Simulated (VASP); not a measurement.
**Al2Cu: single point with PBE**

Crystal: Al2Cu.

```
Al Cu
1.0
    -2.93535    2.93535    2.53895
     2.93535   -2.93535    2.53895
     2.93535    2.93535   -2.53895
Al Cu
4 2
Direct
  0.15872 0.65872 0.81744
  0.65872 0.84128 0.50000
  0.84128 0.34128 0.18256
  0.34128 0.15872 0.50000
  0.75000 0.75000 0.00000
  0.25000 0.25000 0.00000
```

```json
{"Program": "VASP 6.6.1", "Task": "single point", "Functional": "PBE", "Potentials or basis": "VASP PAW PBE potentials, release 64 (Al, Cu)", "Cutoff": "520 eV", "k mesh": "10 × 10 × 10", "Occupations": "gaussian, width 0.15 eV", "Spin": "no spin polarisation"}
```

* Pressure: 3.0 GPa
* Largest force: 0.201 eV/Å
* Band gap on the k mesh: zero (band 17 reaches 10.47 eV, above the bottom of band 18 at 6.75 eV)

Forces in eV/Å, atoms in the order of the input:
```
Al   0.142  0.142  0.000
Al  -0.142  0.142  0.000
Al  -0.142 -0.142  0.000
Al   0.142 -0.142  0.000
Cu   0.000  0.000  0.000
Cu   0.000  0.000  0.000
```

Stress tensor (GPa, compression positive):
```
 5.63  0.00  0.00
 0.00  5.63  0.00
 0.00  0.00 -2.29
```

Levels at points of the mesh, in eV from the Fermi level:
```tsv
k point	band 14	band 15	band 16	band 17	band 18	band 19	band 20	band 21
(0.00, 0.00, 0.00)	-1.80	-1.60	-1.39	-1.39	-1.17	-0.14	0.04	1.11
(0.50, 0.00, 0.00)	-3.05	-2.58	-2.58	0.47	0.47	3.43	3.43	4.63
(0.50, 0.50, 0.00)	-3.09	-1.54	-1.06	-1.05	-0.66	1.28	1.82	4.79
(0.50, 0.50, 0.50)	-3.44	-3.28	-2.12	2.28	2.94	2.94	3.59	3.83
```

Run time: 6.7 min on 1 thread of Intel(R) Xeon(R) Platinum 8375C CPU @ 2.90GHz (Ice Lake) (shared host), peak memory 0.34 GiB.
